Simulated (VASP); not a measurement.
# Ta: single point with LDA

The system is Ta, a slab with vacuum.

```xyz
5
Lattice="2.8174 0.0000 0.0000 -0.9391 2.6562 0.0000 0.0000 0.0000 25.2015" Properties=species:S:1:pos:R:3 pbc="T T T"
Ta    0.0000    0.0000    8.0978
Ta    0.9391    1.3281   10.3043
Ta    0.0000    0.0000   12.6007
Ta    0.9391    1.3281   14.8972
Ta    0.0000    0.0000   17.1037
```

```yaml
Program: VASP 6.6.1
Task: single point
Functional: LDA
Potentials_or_basis: VASP PAW LDA potentials, release 64 (Ta_pv)
Cutoff: 520 eV
k_mesh: 15 × 15 × 1
Occupations: fermi-dirac, width 0.08 eV
Spin: no spin polarisation
Dipole_correction: no
Further_INCAR_settings: ALGO = Normal; EDIFF = 1e-06; NBANDS = 36
```

```json
{"Largest force": "0.048 eV/Å"}
```

Forces in eV/Å, atoms in the order of the input:
```
Ta   0.000  0.000 -0.048
Ta   0.000  0.000  0.002
Ta   0.000  0.000  0.000
Ta   0.000  0.000 -0.002
Ta   0.000  0.000  0.048
```

Levels at points of the mesh, in eV from the Fermi level:
```tsv
k point	band 25	band 26	band 27	band 28	band 29	band 30
(0.00, 0.00, 0.00)	-0.49	-0.07	0.36	0.46	0.48	0.80
```

It took 24 min on 1 thread of AMD EPYC 7R13, on a shared host, peak memory 0.43 GiB.

Caveat: spin-orbit coupling is left out, which moves the levels of the heavy elements.
